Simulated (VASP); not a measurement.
# ZnO (P6_3mc) in VASP: single point with LDA

Aim: the single point of ZnO with LDA.

All numbers are computed with VASP 6.6.1; they aren't measurements. Logs are shortened: lines on timing, memory, paths and dates and some standing lists are left out, and cuts for length are marked.

**The experiment to reproduce.**

“Electronic structure of alkaline earth and post-transition metal oxides”, 2009, arxiv:0908.1581 quotes, for a bulk crystal of ZnO: band gap 3.37 eV.

The results are compared with them further down.

## 1. The cell of the first run

It takes space group P6_3mc (No. 186, hexagonal). The conventional cell has a = 3.187 Å, b = 3.187 Å, c = 5.153 Å, α = 90.00°, β = 90.00°, γ = 120.00°. Zn (site symmetry 3m) has 4 O at 1.94 to 1.95 Å within 2.6 Å. Within 2.6 Å of O (site symmetry 3m) lie 4 Zn at 1.94 to 1.95 Å.

## 2. Single point, LDA

The input, INCAR:

```
ALGO     = Normal         # electronic algorithm
EDIFF    = 1E-6           # SCF threshold, eV
ENCUT    = 910            # plane-wave cutoff, eV
GGA_COMPAT= F            
ISIF     = 2              # what is computed and relaxed
ISMEAR   = -1             # smearing method
LASPH    = T              # aspherical terms in the spheres
LCHARG   = F              # write CHGCAR
LREAL    = F              # projectors in reciprocal space
LWAVE    = F              # write WAVECAR
NBANDS   = 26             # bands
NELM     = 120            # most SCF steps
PREC     = Accurate       # precision mode
SIGMA    = 0.02           # smearing width, eV
```

The input, KPOINTS:

```
k-points
0
Gamma
  12 12 6
```

The input, POSCAR:

```
ZnO
1.0
    3.1873906829      0.0000000000      0.0000000000
   -1.5936953415      2.7603613032      0.0000000000
    0.0000000000      0.0000000000      5.1526213042
Zn O
2 2
Direct
    0.3333333333      0.6666666667      0.5002773547
    0.6666666667      0.3333333333      0.0002773547
    0.6666666667      0.3333333333      0.3787326453
    0.3333333333      0.6666666667      0.8787326453
```

Potentials or basis: VASP PAW LDA potentials, release 64 (Zn, O_h).

Run with:

```console
cat potpaw_LDA.64/Zn/POTCAR potpaw_LDA.64/O_h/POTCAR > POTCAR
mpirun -np 1 vasp_std > vasp.out
```

OUTCAR:

```text
EDIFF = 1E-6
   ENCUT = 910
   ISIF = 2
   ISMEAR = -1
   LASPH = T
   LREAL = F
   NELM = 120
   PREC = Accurate

 ion  position               nearest neighbor table
   1  0.333  0.667  0.500-   3 1.94   3 1.94   3 1.94   4 1.95
   2  0.667  0.333  0.000-   4 1.94   4 1.94   4 1.94   3 1.95
   3  0.667  0.333  0.379-   1 1.94   1 1.94   1 1.94   2 1.95
   4  0.333  0.667  0.879-   2 1.94   2 1.94   2 1.94   1 1.95

  LATTYP: Found a hexagonal cell.
 ALAT       =     3.1873906829
 C/A-ratio  =     1.6165640854

  Lattice vectors:

 A1 = (   3.1873906829,   0.0000000000,   0.0000000000)
 A2 = (  -1.5936953415,   2.7603613032,   0.0000000000)
 A3 = (   0.0000000000,   0.0000000000,   5.1526213042)

Analysis of symmetry for initial positions (statically):
=====================================================================
 Subroutine PRICEL returns:
 Original cell was already a primitive cell.

 Routine SETGRP: Setting up the symmetry group for a
 hexagonal supercell.

 Subroutine GETGRP returns: Found 12 space group operations
 (whereof  6 operations were pure point group operations)
 out of a pool of 24 trial point group operations.

The static configuration has the point symmetry C_3v.
 The point group associated with its full space group is C_6v.

Analysis of symmetry for dynamics (positions and initial velocities):
=====================================================================
 Subroutine PRICEL returns:
 Original cell was already a primitive cell.

 Routine SETGRP: Setting up the symmetry group for a
 hexagonal supercell.

 Subroutine GETGRP returns: Found 12 space group operations
 (whereof  6 operations were pure point group operations)
 out of a pool of 24 trial point group operations.

The dynamic configuration has the point symmetry C_3v.
 The point group associated with its full space group is C_6v.

 Subroutine INISYM returns: Found 12 space group operations
 (whereof  6 operations are pure point group operations),
 and found     1 'primitive' translations

----------------------------------------------------------------------------------------

                                     Primitive cell

  volume of cell :      45.3346

  direct lattice vectors                    reciprocal lattice vectors
     3.187390683  0.000000000  0.000000000     0.313736250  0.181135708  0.000000000
    -1.593695341  2.760361303  0.000000000     0.000000000  0.362271417  0.000000000
     0.000000000  0.000000000  5.152621304     0.000000000  0.000000000  0.194075974

  length of vectors
     3.187390683  3.187390683  5.152621304     0.362271417  0.362271417  0.194075974

  position of ions in fractional coordinates (direct lattice)
     0.333333333  0.666666667  0.500277355
     0.666666667  0.333333333  0.000277355
     0.666666667  0.333333333  0.378732645
     0.333333333  0.666666667  0.878732645

  ion indices of the primitive-cell ions
   primitive index   ion index
                 1           1
                 2           2
                 3           3
                 4           4

----------------------------------------------------------------------------------------

 KPOINTS: k-points

Automatic generation of k-mesh.
 Grid dimensions read from file:
 generate k-points for:   12   12    6

 Generating k-lattice:

  Cartesian coordinates                     Fractional coordinates (reciprocal lattice)
     0.026144687  0.015094642  0.000000000     0.083333333  0.000000000  0.000000000
     0.000000000  0.030189285  0.000000000     0.000000000  0.083333333  0.000000000
     0.000000000  0.000000000  0.032345996     0.000000000  0.000000000  0.166666667

  Length of vectors
     0.030189285  0.030189285  0.032345996

  Shift w.r.t. Gamma in fractional coordinates (k-lattice)
     0.000000000  0.000000000  0.000000000

 Subroutine IBZKPT returns following result:
 ===========================================

 Found     76 irreducible k-points:

 Following reciprocal coordinates:
            Coordinates               Weight
  0.000000  0.000000  0.000000      1.000000
  0.083333  0.000000  0.000000      6.000000
  0.166667  0.000000  0.000000      6.000000
  0.250000  0.000000  0.000000      6.000000
  0.333333  0.000000  0.000000      6.000000
  0.416667  0.000000  0.000000      6.000000
[... 16 lines left out ...]
  0.250000  0.000000  0.166667     12.000000
  0.333333  0.000000  0.166667     12.000000
 [... further k-points ...]
   k-points           NKPTS =     76   k-points in BZ     NKDIM =     76   number of bands    NBANDS=     26
   number of dos      NEDOS =    301   number of ions     NIONS =      4
   total plane-waves  NPLWV =  55296
   dimension x,y,z NGX =    32 NGY =   32 NGZ =   54
   dimension x,y,z NGXF=    64 NGYF=   64 NGZF=  108
   ions per type =               2   2
   NGX,Y,Z   is equivalent  to a cutoff of  16.69, 16.69, 17.42 a.u.
   NGXF,Y,Z  is equivalent  to a cutoff of  33.38, 33.38, 34.85 a.u.
 SYSTEM =  unknown system
   PREC   = accura    normal or accurate (medium, high low for compatibility)
   ISTART =      0    job   : 0-new  1-cont  2-samecut
   ICHARG =      2    charge: 1-file 2-atom 10-const
   ISPIN  =      1    spin polarized calculation?
   LNONCOLLINEAR =      F non collinear calculations
   LSORBIT =      F    spin-orbit coupling
   LASPH  =      T    aspherical Exc in radial PAW
   ENCUT  =  910.0 eV  66.88 Ry    8.18 a.u.   7.84  7.84 12.67*2*pi/ulx,y,z
   NELM   =    120;   NELMIN=  2; NELMDL= -5     # of ELM steps
   EDIFF  = 0.1E-05   stopping-criterion for ELM
   LREAL  =      F    real-space projection
   EDIFFG = 0.1E-04   stopping-criterion for IOM
   NSW    =      0    number of steps for IOM
   IBRION =     -1    ionic relax: 0-MD 1-quasi-New 2-CG
   NFREE  =      0    steps in history (QN), initial steepest desc. (CG)
   ISIF   =      2    stress and relaxation
   ISYM   =      2    0-nonsym 1-usesym 2-fastsym
   POTIM  = 0.5000    time-step for ionic-motion
   TEBEG  =    0.0;   TEEND  =   0.0 temperature during run
   PSTRESS=    0.0 pullay stress
   NELECT =      36.0000    total number of electrons
   NUPDOWN=      -1.0000    fix difference up-down
   EMIN   =  10.00;   EMAX   =-10.00  energy-range for DOS
   EFERMI =   0.00;   METHOD = LEGACY
   ISMEAR =    -1;   SIGMA  =   0.02  broadening in eV -4-tet -1-fermi 0-gaus
   EFERMI_NEDOS =   21; number of points for ismear=-14 and -15
   IALGO  =     38    algorithm
   IMIX   =      4    mixing-type and parameters
     AMIX     =   0.40;   BMIX     =  1.00
     AMIX_MAG =   1.60;   BMIX_MAG =  1.00
  volume/ion in A,a.u.               =      11.33        76.48
  Fermi-wavevector in a.u.,A,eV,Ry     =   1.516000  2.864824 31.269668  2.298256
  Thomas-Fermi vector in A             =   2.625448
   LORBIT       =      0    0 simple, 1 ext, 2 COOP (PROOUT), +10 PAW based schemes
   GGA     = CA    functional components
   LHFCALC =     F    Hartree Fock is set to
   AEXX    =    0.0000 exact exchange contribution
   IVDW    =     0    specifies the selected vdW correction
   LEPSILON=     F    determine dielectric tensor
   LRPA    =     F    only Hartree local field effects (RPA)
 non-spin polarized calculation
  energy-cutoff  :      910.00
  volume of cell :       45.33
 maximum number of plane-waves:      2850
 NGX is ok and might be reduce to    32
   NGX = 15   NGY = 15   NGZ = 25

 number of electron      36.0000001 magnetization

 Free energy of the ion-electron system (eV)
  ---------------------------------------------------
  ext. energy  EPLUGINS =         0.00000000
  ---------------------------------------------------
  free energy    TOTEN  =       -21.17277901 eV

  energy without entropy =      -21.17277901  energy(sigma->0) =      -21.17277901

 E-fermi :   2.0647     XC(G=0): -11.7290

 val. band max:        1.6901470209   @ k =   0.0000   0.0000   0.0000
 cond. band min:       2.5010550588   @ k =   0.0000   0.0000   0.0000
 fundamental gap:      0.8109080379
 Fermi energy:         2.0646873389

 k-point     1 :       0.0000    0.0000    0.0000
  band No.  band energies     occupation
      1     -16.5311      2.00000
      2     -15.6887      2.00000
      3      -4.4309      2.00000
      4      -4.3398      2.00000
      5      -4.3398      2.00000
      6      -4.3010      2.00000
[... 18 lines left out ...]
     25      16.0039      0.00000
     26      16.0039      0.00000

 k-point     2 :       0.0833    0.0000    0.0000
  band No.  band energies     occupation
      1     -16.4863      2.00000
      2     -15.6683      2.00000
      3      -4.4076      2.00000
      4      -4.3547      2.00000
      5      -4.3157      2.00000
      6      -4.2725      2.00000
[... 18 lines left out ...]
     25      15.8574      0.00000
     26      16.1055      0.00000

 k-point     3 :       0.1667    0.0000    0.0000
  band No.  band energies     occupation
      1     -16.3600      2.00000
      2     -15.6141      2.00000
      3      -4.5271      2.00000
      4      -4.2523      2.00000
      5      -4.2411      2.00000
      6      -4.2060      2.00000
[... 18 lines left out ...]
     25      15.8313      0.00000
     26      16.2028      0.00000

 k-point     4 :       0.2500    0.0000    0.0000
  band No.  band energies     occupation
      1     -16.1760      2.00000
      2     -15.5451      2.00000
      3      -4.6567      2.00000
      4      -4.2739      2.00000
      5      -4.1748      2.00000
      6      -4.0717      2.00000
[... 18 lines left out ...]
     25      15.1637      0.00000
     26      16.0404      0.00000

 k-point     5 :       0.3333    0.0000    0.0000
  band No.  band energies     occupation
      1     -15.9726      2.00000
      2     -15.4881      2.00000
      3      -4.7249      2.00000
      4      -4.3324      2.00000
      5      -4.1124      2.00000
      6      -3.9244      2.00000
[... 18 lines left out ...]
     25      15.1820      0.00000
     26      15.9597      0.00000

 k-point     6 :       0.4167    0.0000    0.0000
  band No.  band energies     occupation
      1     -15.7997      2.00000
      2     -15.4651      2.00000
      3      -4.6984      2.00000
      4      -4.4116      2.00000
      5      -4.0780      2.00000
      6      -3.7777      2.00000
[... 427 lines left out ...]
 k-point    21 :       0.0833    0.0000    0.1667
  band No.  band energies     occupation
      1     -16.4345      2.00000
      2     -15.7263      2.00000
      3      -4.4934      2.00000
      4      -4.4226      2.00000
      5      -4.3076      2.00000
      6      -4.2869      2.00000
[... 18 lines left out ...]
     25      15.2983      0.00000
     26      15.8755      0.00000

 k-point    22 :       0.1667    0.0000    0.1667
  band No.  band energies     occupation
      1     -16.3120      2.00000
      2     -15.6660      2.00000
      3      -4.5676      2.00000
      4      -4.4122      2.00000
      5      -4.2417      2.00000
      6      -4.2082      2.00000
[... 18 lines left out ...]
     25      14.9572      0.00000
     26      15.9742      0.00000

 k-point    23 :       0.2500    0.0000    0.1667
  band No.  band energies     occupation
      1     -16.1343      2.00000
      2     -15.5876      2.00000
      3      -4.6927      2.00000
      4      -4.4118      2.00000
      5      -4.1594      2.00000
      6      -4.0918      2.00000
[... 18 lines left out ...]
     25      15.1638      0.00000
     26      15.9045      0.00000

 k-point    24 :       0.3333    0.0000    0.1667
  band No.  band energies     occupation
      1     -15.9391      2.00000
      2     -15.5191      2.00000
      3      -4.7624      2.00000
      4      -4.4549      2.00000
      5      -4.0903      2.00000
      6      -3.9511      2.00000
[... 18 lines left out ...]
     25      15.2051      0.00000
     26      15.8817      0.00000

 [... further k-points ...]
[... 5 lines left out ...]
  --------------------------------------------------------------------------------------
  -------------------------------------------------------------------------------------
  Total        0.2695405      0.2695405      0.2696331     -0.0000000      0.0000000      0.0000000
  in kB        9.5258799      9.5258799      9.5291554     -0.0000000      0.0000000      0.0000000
  external PRESSURE =       9.5269717 kB  Pullay stress =       0.0000000 kB

 VOLUME and BASIS-vectors are now :
 -----------------------------------------------------------------------------
  energy-cutoff  :      910.00
  volume of cell :       45.33
      direct lattice vectors                 reciprocal lattice vectors
     3.187390683  0.000000000  0.000000000     0.313736250  0.181135708  0.000000000
    -1.593695341  2.760361303  0.000000000     0.000000000  0.362271417  0.000000000
     0.000000000  0.000000000  5.152621304     0.000000000  0.000000000  0.194075974

 POSITION                                       TOTAL-FORCE (eV/Angst)
 -----------------------------------------------------------------------------------
     -0.00000      1.84024      2.57774         0.000000     -0.000000      0.001613
      1.59370      0.92012      0.00143         0.000000      0.000000      0.001613
      1.59370      0.92012      1.95147         0.000000      0.000000     -0.001613
     -0.00000      1.84024      4.52778        -0.000000      0.000000     -0.001613
 -----------------------------------------------------------------------------------
    total drift:                               -0.000000     -0.000000      0.000513

  FREE ENERGIE OF THE ION-ELECTRON SYSTEM (eV)
  ---------------------------------------------------
  free  energy   TOTEN  =       -21.1727790088 eV

  energy  without entropy=      -21.1727790087  energy(sigma->0) =      -21.17277901
```

It took 2.7 min on 1 thread of AMD EPYC 7R13 (Zen 3), shared host; peak memory 0.27 GiB.

Results:

| Quantity | Value |
| --- | --- |
| Free energy | -21.1728 eV |
| Pressure | 1.0 GPa |
| Band gap on the k mesh | 0.81 eV |

Caveat: the cutoff is under 1.25 times the usual one of these potentials, so pressure, stress and relaxed cells hold a basis-set (Pulay) error.

## 3. Against experiment

Step 2. Against the measured gap of ZnO, 3.37 eV (quoted in “Electronic structure of alkaline earth and post-transition metal oxides”, 2009, arxiv:0908.1581), the calculated 0.81 eV is off by -2.56 eV. So large a miss can be the level of theory's own, or it may mean another phase, state or a wrong row. The value is that of LDA, without temperature or zero-point motion. Semilocal functionals fall short of measured gaps as a rule.
